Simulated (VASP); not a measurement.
Input of a VASP 6.6.1 run:

Contents of INCAR:

```
  ALGO = Normal
  EDIFF = 1E-6
  ENCUT = 700
  GGA = PE
  GGA_COMPAT = F
  ISIF = 2
  ISMEAR = -1
  LASPH = T
  LCHARG = F
  LREAL = F
  LWAVE = F
  NBANDS = 31
  NELM = 120
  PREC = Accurate
  SIGMA = 0.02
```

Contents of KPOINTS:

```
k-points
0
Gamma
  8 8 8
```

Contents of POSCAR:

```
Ba2RuN2
1.0
   -2.0294069220      2.0294069220      6.5378294921
    2.0294069220     -2.0294069220      6.5378294921
    2.1379670130      2.1379670130     -6.5378294921
Ba Ru N
2 1 2
Direct
    0.1388900952      0.1388900952      0.0000000000
    0.8611099048      0.8611099048      0.0000000000
    0.5000000000      0.5000000000      0.0000000000
    0.6382534879      0.6382534879      0.0000000000
    0.3617465121      0.3617465121      0.0000000000
```

Potentials or basis: VASP PAW PBE potentials, release 64 (Ba_sv, Ru_sv, N).

Command:

```console
$ cat potpaw_PBE.64/Ba_sv/POTCAR potpaw_PBE.64/Ru_sv/POTCAR potpaw_PBE.64/N/POTCAR > POTCAR
$ mpirun -np 1 vasp_std > vasp.out
```

Question: What does it give for the pressure?

Answer: 1.8 GPa.

Question: Estimate the largest force.

Answer: 0.117 eV/Å.

Stress tensor (GPa, compression positive):
```
 1.65 -2.25  0.00
-2.25  1.65  0.00
 0.00  0.00  2.17
```

Caveat: the cell differs from its parent crystal (shear xy strain +5.2%).
